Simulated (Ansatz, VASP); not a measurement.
# Ni in VASP and in Ansatz

```xyz
1
Lattice="0.0000 1.7679 1.8033 1.7679 0.0000 1.8033 1.7679 1.7679 0.0000" Properties=species:S:1:pos:R:3 pbc="T T T"
Ni    0.0000    0.0000    0.0000
```

Change from the starting cell: zz strain of +2 %.

Alike in both runs: task single point; functional PBE; k mesh 20 × 20 × 20; occupations fermi-dirac, width 0.05 eV; collinear spin.

|  | VASP | Ansatz |
| --- | --- | --- |
| version | VASP 6.6.1 | Ansatz 0.2.0 |
| potentials or method | VASP PAW PBE potentials, release 64 (Ni), cutoff 520 eV | all-electron LAPW, scalar-relativistic |

VASP gave:

- pressure (GPa): -6.2
- traceless stress, the component that is largest in VASP (GPa): -1.48
- net moment per atom (μB): 0.63
- size of the moment on the site where the two differ most (μB): 0.65

Problem. Estimate Ansatz's values.

Solution. Pressure (GPa): -6.3; traceless stress, the component that is largest in VASP (GPa): -1.56; net moment per atom (μB): 0.64; size of the moment on the site where the two differ most (μB): 0.67.

Site moments also hang on the region over which each program counts them. Ansatz ran all-electron here, and VASP with PAW potentials.
